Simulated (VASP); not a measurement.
Write the native input for VASP 6.6.1 that does the following.

```
Task                   : relaxation of cell and atoms
Functional             : r2SCAN
Potentials or basis    : VASP PAW PBE potentials, release 64 (Nb_sv, Si)
Cutoff                 : 550 eV
k mesh                 : 8 × 8 × 8
Occupations            : fermi-dirac, width 0.05 eV
Spin                   : no spin polarisation
Target pressure        : 30 GPa
Dipole correction      : no
Further INCAR settings : ALGO = Normal; EDIFF = 1e-07; IBRION = 2; EDIFFG = -0.01; NSW = 60; ISIF = 3
```

Crystal: NbSi.

```
Nb Si
1.0
     3.15644    0.00000    0.00000
     0.00000    3.15644    0.00000
     0.00000    0.00000    3.15644
Nb Si
1 1
Direct
  0.00000 0.00000 0.00000
  0.50000 0.50000 0.50000
```

These files were run (other wordings do the same):

POSCAR

```
NbSi
1.0
    3.1564400000      0.0000000000      0.0000000000
    0.0000000000      3.1564400000      0.0000000000
    0.0000000000      0.0000000000      3.1564400000
Nb Si
1 1
Direct
    0.0000000000      0.0000000000      0.0000000000
    0.5000000000      0.5000000000      0.5000000000
```

INCAR.step1

```
ALGO     = Normal         # electronic algorithm
EDIFF    = 1E-5           # SCF threshold, eV
EDIFFG   = -0.005         # ionic threshold
ENCUT    = 550            # plane-wave cutoff, eV
GGA      = PE             # functional
GGA_COMPAT= False        
IBRION   = 2              # ionic algorithm
ISIF     = 3              # what is computed and relaxed
ISMEAR   = -1             # smearing method
LASPH    = True           # aspherical terms in the spheres
LCHARG   = False          # write CHGCAR
LREAL    = False          # projectors in reciprocal space
LWAVE    = True           # write WAVECAR
NELM     = 120            # most SCF steps
NELMIN   = 4            
NSW      = 100            # ionic steps
PREC     = Accurate       # precision mode
SIGMA    = 0.05           # smearing width, eV
```

INCAR.step2

```
ALGO     = Normal         # electronic algorithm
EDIFF    = 1E-7           # SCF threshold, eV
EDIFFG   = -0.01          # ionic threshold
ENCUT    = 550            # plane-wave cutoff, eV
GGA_COMPAT= False        
IBRION   = 2              # ionic algorithm
ISIF     = 3              # what is computed and relaxed
ISMEAR   = -1             # smearing method
ISTART   = 1            
LASPH    = True           # aspherical terms in the spheres
LCHARG   = False          # write CHGCAR
LMIXTAU  = True         
LREAL    = False          # projectors in reciprocal space
LWAVE    = False          # write WAVECAR
METAGGA  = R2SCAN         # meta-GGA
NELM     = 120            # most SCF steps
NELMIN   = 4            
NSW      = 60             # ionic steps
PREC     = Accurate       # precision mode
PSTRESS  = 300.0        
SIGMA    = 0.05           # smearing width, eV
```

KPOINTS

```
k-points
0
Gamma
  8 8 8
```

Potentials or basis: VASP PAW PBE potentials, release 64 (Nb_sv, Si).

Run with:

```console
$ cat potpaw_PBE.64/Nb_sv/POTCAR potpaw_PBE.64/Si/POTCAR > POTCAR
$ cp INCAR.step1 INCAR
$ mpirun -np 1 vasp_std > vasp.out
$ cp INCAR.step2 INCAR
$ mpirun -np 1 vasp_std > vasp.out
```

It gave:

| Item | Value |
| --- | --- |
| Relaxed volume | 13.64 Å³/atom |
| Relaxed cell | a = 3.010 Å, b = 3.010 Å, c = 3.010 Å, α = 90.00°, β = 90.00°, γ = 90.00° |
| Space group after relaxing (to 0.05 Å) | Pm-3m (No. 221) |
| Energy change on relaxing (the enthalpy is what falls) | +157.7 meV/atom |
| Ionic steps | 5 |
| Pressure after relaxing | 30.0 GPa |

Caveat: the cell is relaxed towards a set pressure, so the enthalpy falls and the energy may rise; the PAW data sets were made with another functional, which shifts forces and pressure a little.

Run time: 2.1 min on 1 thread of Intel(R) Xeon(R) Platinum 8488C (Sapphire Rapids), with other jobs on the host, peak memory 0.16 GiB.
